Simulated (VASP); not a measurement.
A run of VASP 6.6.1 is set up as follows.

Contents of INCAR:

```
  ALGO = Normal
  EDIFF = 1E-6
  ENCUT = 520
  GGA = PE
  ISIF = 2
  ISMEAR = 0
  LASPH = True
  LCHARG = True
  LELF = True
  LREAL = False
  LVHAR = True
  LWAVE = False
  NBANDS = 40
  NELM = 100
  PREC = Accurate
  SIGMA = 0.1
```

The input KPOINTS:

```
k-points
0
Gamma
  6 6 6
```

File POSCAR:

```
Sc2Ta3O
1.0
   -2.4562672738      2.4562672738      4.6965277372
    2.4562672738     -2.4562672738      4.6965277372
    2.4562672738      2.4562672738     -4.6965277372
Sc Ta O
2 3 1
Direct
    0.5000000000      0.0000000000      0.5000000000
    0.0000000000      0.5000000000      0.5000000000
    0.2783617306      0.2783617306      0.0000000000
    0.7216382694      0.7216382694      0.0000000000
    0.0000000000      0.0000000000      0.0000000000
    0.5000000000      0.5000000000      0.0000000000
```

Potentials or basis: VASP PAW PBE potentials, release 64 (Sc_sv, Ta_pv, O).

Launch:

```console
$ cat potpaw_PBE.64/Sc_sv/POTCAR potpaw_PBE.64/Ta_pv/POTCAR potpaw_PBE.64/O/POTCAR > POTCAR
$ mpirun -np 1 vasp_std > vasp.out
```

**Question.** Predict the pressure.

**Answer.** 0.4 GPa.

**Question.** Predict the largest force.

**Answer.** 0.031 eV/Å.

Stress tensor (GPa, compression positive):
```
0.34 0.00 0.00
0.00 0.34 0.00
0.00 0.00 0.48
```

Caveat: an odd number of electrons without spin polarisation forces a metal; a magnetic or distorted state may lie lower.
